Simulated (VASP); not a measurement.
# CsB (Pm-3m) in VASP: further runs

Runs on CsB. Level: PBE. Tasks: single point, relaxation of cell and atoms.

Everything below comes from runs of VASP 6.6.1. Logs are shortened: lines on timing, memory, paths and dates and some standing lists are left out, and cuts for length are marked.

### Step 1. The cell of the first run

Symmetry: Pm-3m, No. 221, cubic system. The conventional cell has a = 4.004 Å, b = 4.004 Å, c = 4.004 Å, α = 90.00°, β = 90.00°, γ = 90.00°. Cs (site symmetry m-3m) has 8 B at 3.47 Å and 6 Cs at 4.00 Å within 4.6 Å. Within 4.6 Å of B (site symmetry m-3m) lie 8 Cs at 3.47 Å and 6 B at 4.00 Å.

### Step 2. Single point, PBE

INCAR

```
SYSTEM = CsB
  PREC = Accurate
  ENCUT = 520
  EDIFF = 1E-6
  ISMEAR = 0
  SIGMA = 0.1
  LREAL = .False.
  LASPH = .True.
  NELM = 100
  ALGO = Normal
  ISIF = 2
  LWAVE = .False.
  LCHARG = .True.
  GGA = PE
  LELF = .True.
  LVHAR = .True.
  NBANDS = 13
```

KPOINTS

```
regular mesh
0
Gamma
  14 14 14
  0 0 0
```

POSCAR

```
CsB
1.0
    4.0043220283      0.0000000000      0.0000000000
    0.0000000000      4.0043220283      0.0000000000
    0.0000000000      0.0000000000      4.0043220283
Cs B
1 1
Direct
    0.5000000000      0.5000000000      0.5000000000
    0.0000000000      0.0000000000      0.0000000000
```

Potentials or basis: VASP PAW PBE potentials, release 64 (Cs_sv, B).

On the command line:

```
$ cat potpaw_PBE.64/Cs_sv/POTCAR potpaw_PBE.64/B/POTCAR > POTCAR
$ mpirun -np 1 vasp_std > vasp.out
```

OUTCAR:

```text
SYSTEM = CsB
   PREC = Accurate
   ENCUT = 520
   EDIFF = 1E-6
   ISMEAR = 0
   LREAL = .False.
   LASPH = .True.
   NELM = 100
   ISIF = 2
   GGA = PE

 ion  position               nearest neighbor table
   1  0.500  0.500  0.500-
   2  0.000  0.000  0.000-

  LATTYP: Found a simple cubic cell.
 ALAT       =     4.0043220283

  Lattice vectors:

 A1 = (   4.0043220283,   0.0000000000,   0.0000000000)
 A2 = (   0.0000000000,   4.0043220283,   0.0000000000)
 A3 = (   0.0000000000,   0.0000000000,   4.0043220283)

Analysis of symmetry for initial positions (statically):
=====================================================================
 Subroutine PRICEL returns:
 Original cell was already a primitive cell.

 Routine SETGRP: Setting up the symmetry group for a
 simple cubic supercell.

 Subroutine GETGRP returns: Found 48 space group operations
 (whereof 48 operations were pure point group operations)
 out of a pool of 48 trial point group operations.

The static configuration has the point symmetry O_h .

Analysis of symmetry for dynamics (positions and initial velocities):
=====================================================================
 Subroutine PRICEL returns:
 Original cell was already a primitive cell.

 Routine SETGRP: Setting up the symmetry group for a
 simple cubic supercell.

 Subroutine GETGRP returns: Found 48 space group operations
 (whereof 48 operations were pure point group operations)
 out of a pool of 48 trial point group operations.

The dynamic configuration has the point symmetry O_h .

 Subroutine INISYM returns: Found 48 space group operations
 (whereof 48 operations are pure point group operations),
 and found     1 'primitive' translations

----------------------------------------------------------------------------------------

                                     Primitive cell

  volume of cell :      64.2077

  direct lattice vectors                    reciprocal lattice vectors
     4.004322028  0.000000000  0.000000000     0.249730165  0.000000000  0.000000000
     0.000000000  4.004322028  0.000000000     0.000000000  0.249730165  0.000000000
     0.000000000  0.000000000  4.004322028     0.000000000  0.000000000  0.249730165

  length of vectors
     4.004322028  4.004322028  4.004322028     0.249730165  0.249730165  0.249730165

  position of ions in fractional coordinates (direct lattice)
     0.500000000  0.500000000  0.500000000
[... 81 lines left out ...]
   NSW    =      0    number of steps for IOM
   IBRION =     -1    ionic relax: 0-MD 1-quasi-New 2-CG
   NFREE  =      0    steps in history (QN), initial steepest desc. (CG)
   ISIF   =      2    stress and relaxation
   ISYM   =      2    0-nonsym 1-usesym 2-fastsym
   POTIM  = 0.5000    time-step for ionic-motion
   TEBEG  =    0.0;   TEEND  =   0.0 temperature during run
   PSTRESS=    0.0 pullay stress
   NELECT =      12.0000    total number of electrons
   NUPDOWN=      -1.0000    fix difference up-down
   EMIN   =  10.00;   EMAX   =-10.00  energy-range for DOS
   EFERMI =   0.00;   METHOD = LEGACY
   ISMEAR =     0;   SIGMA  =   0.10  broadening in eV -4-tet -1-fermi 0-gaus
   EFERMI_NEDOS =   21; number of points for ismear=-14 and -15
   IALGO  =     38    algorithm
   IMIX   =      4    mixing-type and parameters
     AMIX     =   0.40;   BMIX     =  1.00
     AMIX_MAG =   1.60;   BMIX_MAG =  1.00
  volume/ion in A,a.u.               =      32.10       216.65
  Fermi-wavevector in a.u.,A,eV,Ry     =   0.935994  1.768772 11.919849  0.876084
  Thomas-Fermi vector in A             =   2.062958
   LORBIT       =      0    0 simple, 1 ext, 2 COOP (PROOUT), +10 PAW based schemes
   GGA     = PE    functional components
   LHFCALC =     F    Hartree Fock is set to
   AEXX    =    0.0000 exact exchange contribution
   IVDW    =     0    specifies the selected vdW correction
   LEPSILON=     F    determine dielectric tensor
   LRPA    =     F    only Hartree local field effects (RPA)
 non-spin polarized calculation
 Gauss-broadening in eV      SIGMA  =   0.10
  energy-cutoff  :      520.00
  volume of cell :       64.21
 maximum number of plane-waves:      1759
 NGX is ok and might be reduce to    30
   NGX = 15   NGY = 15   NGZ = 15

 number of electron      12.0000001 magnetization

 Free energy of the ion-electron system (eV)
  ---------------------------------------------------
  ext. energy  EPLUGINS =         0.00000000
  ---------------------------------------------------
  free energy    TOTEN  =        -3.51711800 eV

  energy without entropy =       -3.50468353  energy(sigma->0) =       -3.51090077

 E-fermi :   1.7229     XC(G=0):  -8.3870

 val. band max:        1.7200043359   @ k =   0.5000   0.4286   0.2857
 cond. band min:       1.7325542901   @ k =   0.5000   0.2143   0.2143
 fundamental gap:      0.0125499542
 Fermi energy:         1.7229361017

 k-point     1 :       0.0000    0.0000    0.0000
  band No.  band energies     occupation
      1     -20.2122      2.00000
      2      -6.5966      2.00000
      3      -6.5966      2.00000
      4      -6.5966      2.00000
      5      -4.2072      2.00000
      6       3.3218      0.00000
      7       3.3218      0.00000
      8       3.3218      0.00000
      9       4.3411      0.00000
     10       4.3411      0.00000
     11       7.1575      0.00000
     12       9.7159      0.00000
     13       9.7159      0.00000
[... 354 lines left out ...]
  band No.  band energies     occupation
      1     -20.0892      2.00000
      2      -7.6408      2.00000
      3      -6.9746      2.00000
      4      -6.4291      2.00000
      5      -3.1167      2.00000
      6       1.3504      2.00000
      7       2.4779      0.00000
      8       2.9771      0.00000
      9       5.7181      0.00000
     10       7.6444      0.00000
     11       8.0325      0.00000
     12       8.3109      0.00000
     13       9.3699      0.00000

 [... further k-points ...]
[... 5 lines left out ...]
  --------------------------------------------------------------------------------------
  -------------------------------------------------------------------------------------
  Total        0.0315403      0.0315403      0.0315403      0.0000000     -0.0000000      0.0000000
  in kB        0.7870276      0.7870276      0.7870276      0.0000000     -0.0000000      0.0000000
  external PRESSURE =       0.7870276 kB  Pullay stress =       0.0000000 kB

 VOLUME and BASIS-vectors are now :
 -----------------------------------------------------------------------------
  energy-cutoff  :      520.00
  volume of cell :       64.21
      direct lattice vectors                 reciprocal lattice vectors
     4.004322028  0.000000000  0.000000000     0.249730165  0.000000000  0.000000000
     0.000000000  4.004322028  0.000000000     0.000000000  0.249730165  0.000000000
     0.000000000  0.000000000  4.004322028     0.000000000  0.000000000  0.249730165

 POSITION                                       TOTAL-FORCE (eV/Angst)
 -----------------------------------------------------------------------------------
      2.00216      2.00216      2.00216         0.000000      0.000000      0.000000
      0.00000      0.00000      0.00000         0.000000      0.000000      0.000000
 -----------------------------------------------------------------------------------
    total drift:                                0.000000      0.000000     -0.000000

  FREE ENERGIE OF THE ION-ELECTRON SYSTEM (eV)
  ---------------------------------------------------
  free  energy   TOTEN  =        -3.5171180039 eV

  energy  without entropy=       -3.5046835287  energy(sigma->0) =       -3.51090077
```

stdout:

```text
POSCAR found type information on POSCAR CsB
 POSCAR found :  2 types and       2 ions
 scaLAPACK will be used
 LDA part: xc-table for (Slater+PW92), standard interpolation
 POSCAR, INCAR and KPOINTS ok, starting setup
 FFT: planning ... GRIDC
 FFT: planning ... GRID_SOFT
 FFT: planning ... GRID
 WAVECAR not read
 entering main loop
```

Run time: 47 s. Hardware: 1 thread of Intel Xeon Platinum 8124M at 3.00GHz (Skylake/Cascade Lake), shared host; peak memory 0.24 GiB.

What came out:

```yaml
Free_energy: -3.5171 eV
Pressure: 0.1 GPa
Band_gap_on_the_k_mesh: zero (band 6 reaches 3.32 eV, above the bottom of band 7 at 0.69 eV)
```

Levels at points of the mesh, in eV from the Fermi level:
```
           k point  band 2  band 3  band 4  band 5  band 6  band 7  band 8  band 9  band 10  band 11
(0.00, 0.00, 0.00)   -8.32   -8.32   -8.32   -5.93    1.60    1.60    1.60    2.62     2.62     5.43
(0.50, 0.00, 0.00)   -9.71   -8.17   -8.17   -4.49   -1.16    0.99    0.99    3.63     6.80     7.13
(0.50, 0.50, 0.00)   -9.28   -9.28   -8.06   -5.27    0.47    0.47    1.65    3.39     4.91     5.68
(0.50, 0.50, 0.50)   -9.03   -9.03   -9.03   -4.57   -1.03   -1.03   -1.03    7.81     7.81     7.81
```

Caveat: spin-orbit coupling is left out, which moves the levels of the heavy elements.

### Step 3. Relaxation of cell and atoms, PBE

This run uses another cell than the first one, of 30.81 Å³/atom, 0.960 times its volume.

INCAR

```
  PREC = Accurate
  ENCUT = 600
  EDIFF = 1E-7
  ISMEAR = 0
  SIGMA = 0.1
  LREAL = F
  LASPH = T
  NELM = 100
  ALGO = Normal
  ISIF = 3
  LWAVE = F
  LCHARG = F
  GGA = PE
  IBRION = 2
  NSW = 100
  EDIFFG = -0.01
```

KPOINTS

```
Automatic mesh
0
Gamma
  14 14 14
```

POSCAR

```
CsB
1.0
    3.9496897000      0.0000000000      0.0000000000
    0.0000000000      3.9496897000      0.0000000000
    0.0000000000      0.0000000000      3.9496897000
Cs B
1 1
Direct
    0.5000000000      0.5000000000      0.5000000000
    0.0000000000      0.0000000000      0.0000000000
```

Potentials or basis: VASP PAW PBE potentials, release 64 (Cs_sv, B).

On the command line:

```
$ cat potpaw_PBE.64/Cs_sv/POTCAR potpaw_PBE.64/B/POTCAR > POTCAR
$ mpirun -np 1 vasp_std > vasp.out
```

It took 1.7 min on 1 thread of Intel Xeon Platinum 8124M at 3.00GHz (Skylake/Cascade Lake), shared host; peak memory 0.26 GiB.

It converged, with:

| Property | Result |
| --- | --- |
| Free energy | -3.5171 eV |
| Relaxed volume | 32.33 Å³/atom |
| Relaxed cell | a = 4.014 Å, b = 4.014 Å, c = 4.014 Å, α = 90.00°, β = 90.00°, γ = 90.00° |
| Space group after relaxing (to 0.05 Å) | Pm-3m (No. 221) |
| Energy gained by relaxing | 3.0 meV/atom |
| Ionic steps | 4 |
| Pressure after relaxing | 0.0 GPa |
| Band gap on the k mesh | zero (band 6 reaches 3.28 eV, above the bottom of band 7 at 0.68 eV) |

Step by step:
```csv
step,energy change (eV),largest force (eV/Å),pressure (GPa),volume (Å³)
1,0.0000,0.0000,0.67,61.62
2,-0.0038,0.0000,0.39,62.77
3,-0.0060,0.0000,-0.06,64.96
4,-0.0060,0.0000,0.00,64.65
```

Final structure:
```
Cs B
1.0
     4.01355    0.00000    0.00000
     0.00000    4.01355    0.00000
     0.00000    0.00000    4.01355
Cs B
1 1
Direct
  0.50000 0.50000 0.50000
  0.00000 0.00000 0.00000
```

Levels at points of the mesh, in eV from the Fermi level:
```csv
k point,band 3,band 4,band 5,band 6,band 7,band 8,band 9,band 10
"(0.00, 0.00, 0.00)",-8.33,-8.33,-5.92,1.59,1.59,1.59,2.62,2.62
"(0.50, 0.00, 0.00)",-8.18,-8.18,-4.51,-1.15,0.99,0.99,3.63,6.76
"(0.50, 0.50, 0.00)",-9.27,-8.07,-5.26,0.46,0.46,1.64,3.38,4.89
"(0.50, 0.50, 0.50)",-9.03,-9.03,-4.58,-1.01,-1.01,-1.01,7.77,7.77
```

Caveat: spin-orbit coupling is left out, which moves the levels of the heavy elements.

(Continued in part 2 of 2.)
